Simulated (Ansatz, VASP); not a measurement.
Two plane-wave programs on Ti

File INCAR:

```
SYSTEM = Ti
PREC = Accurate ; ENCUT = 520
EDIFF = 1E-7 ; ISMEAR = 0
SIGMA = 0.15 ; LREAL = .FALSE.
LASPH = .TRUE. ; NELM = 100
ALGO = Fast ; ISIF = 2
LWAVE = .FALSE. ; LCHARG = .TRUE.
GGA = PS ; LELF = .TRUE.
LVHAR = .TRUE. ; NBANDS = 12
```

The input KPOINTS:

```
Automatic mesh
0
G
  26 26 26
  0 0 0
```

The input POSCAR:

```
Ti
1.0
   -1.7254997676      1.6051160629      1.6051160629
    1.7254997676     -1.6051160629      1.6051160629
    1.7254997676      1.6051160629     -1.6051160629
Ti
1
Direct
    0.0000000000      0.0000000000      0.0000000000
```

Input for Ansatz:

```yaml
crystal:
  lattice:
    - [-1.7254997676, 1.6051160629, 1.6051160629]
    - [1.7254997676, -1.6051160629, 1.6051160629]
    - [1.7254997676, 1.6051160629, -1.6051160629]
  atoms:
    - { symbol: Ti, position: [0.0, 0.0, 0.0] }
basis:
  ecutwfc: 420
kpoints:
  mp_grid: { grid: [26, 26, 26] }
hamiltonian:
  xc: pbesol
scf:
  occupations: { method: gaussian, width: 0.15 }
output:
  forces: true
  stress: true
  eigenvalues: true
```

Change from the starting cell: strain +0.0750 x Voigt [1, 0, 0, 0, 0, 0], atoms carried along.

Alike in both runs: task single point; functional PBEsol; k mesh 26 × 26 × 26; occupations gaussian, width 0.15 eV; no spin polarisation.

|  | VASP | Ansatz |
| --- | --- | --- |
| version | VASP 6.6.1 | Ansatz 0.2.0 |
| potentials or method | VASP PAW PBE potentials, release 64 (Ti_sv), cutoff 520 eV | scalar-relativistic, plane waves, PAW |
| valence electrons in the cell | 12 | 12 |

VASP gave:

| Quantity | Value |
| --- | --- |
| gap on the k mesh at the Fermi level (eV) | none |
| pressure (GPa) | -7.3 |
| traceless stress, the component that is largest in VASP (GPa) | 1.00 |

Task: Estimate Ansatz's values.

Result: gap on the k mesh at the Fermi level (eV): none; pressure (GPa): -7.1; traceless stress, the component that is largest in VASP (GPa): 1.01.

VASP's potentials were made for PBE, not for PBEsol. A gap of «none» marks a metal or a gap that the smearing closes.
